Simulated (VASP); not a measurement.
Write the native input for VASP 6.6.1 that does the following.

```yaml
Task: single point
Functional: RPBE
Dispersion: D3(BJ)
Potentials_or_basis: VASP PAW PBE potentials, release 64 (Mn_sv, O)
Cutoff: 600 eV
k_mesh: 10 × 10 × 9
Occupations: fermi-dirac, width 0.05 eV
Spin: collinear spin, ferromagnetic start
Starting_moments: "[4.0, 0.0] μB"
Dipole_correction: no
Further_INCAR_settings: ALGO = Normal; EDIFF = 1e-06; NBANDS = 22
```

The structure of MnO lies in POSCAR:

```
MnO
1.0
    2.9321917339      0.0000000029      0.0000000000
   -1.4660958694      2.5393525289      0.0000000000
    0.0000000000      0.0000000000      2.7481528520
Mn O
1 1
Direct
    0.0000000000      0.0000000000      0.0000000000
    0.6666666667      0.3333333333      0.5000000000
```

The input as run:

INCAR

```
PREC     = Accurate       # precision mode
ENCUT    = 600            # plane-wave cutoff, eV
EDIFF    = 1E-6           # SCF threshold, eV
ISMEAR   = -1             # smearing method
SIGMA    = 0.05           # smearing width, eV
LREAL    = False          # projectors in reciprocal space
LASPH    = True           # aspherical terms in the spheres
NELM     = 200            # most SCF steps
ALGO     = Normal         # electronic algorithm
ISIF     = 2              # what is computed and relaxed
LWAVE    = False          # write WAVECAR
LCHARG   = False          # write CHGCAR
ISPIN    = 2              # spin polarisation
MAGMOM   = 4 0            # initial moments
LORBIT   = 11             # projections on sites
LMAXMIX  = 4              # l up to which the mixer works
GGA      = RP             # functional
IVDW     = 12             # dispersion correction
NBANDS   = 22             # bands
GGA_COMPAT= False
```

KPOINTS

```
regular mesh
0
Gamma
  10 10 9
```

Potentials or basis: VASP PAW PBE potentials, release 64 (Mn_sv, O).

Command:

```console
$ cat potpaw_PBE.64/Mn_sv/POTCAR potpaw_PBE.64/O/POTCAR > POTCAR
$ mpirun -np 1 vasp_std > vasp.out
```

Results of the run:

```yaml
Pressure: -2.0 GPa
Net_moment: 4.54 μB per cell
Site_moments: Mn +3.95; O +0.17 μB
Valence_electrons_inside_the_program's_atomic_spheres: Mn 12.85; O 5.01
Dispersion_energy_per_atom: -0.865 eV
```

Caveat: the PAW data sets were made with another functional, which shifts forces and pressure a little; a cell with one magnetic atom can't hold antiferromagnetic order, which such compounds often take.

It took 29 s on 1 thread of Intel(R) Xeon(R) 6975P-C (Granite Rapids), with other jobs on the host, peak memory 0.19 GiB.
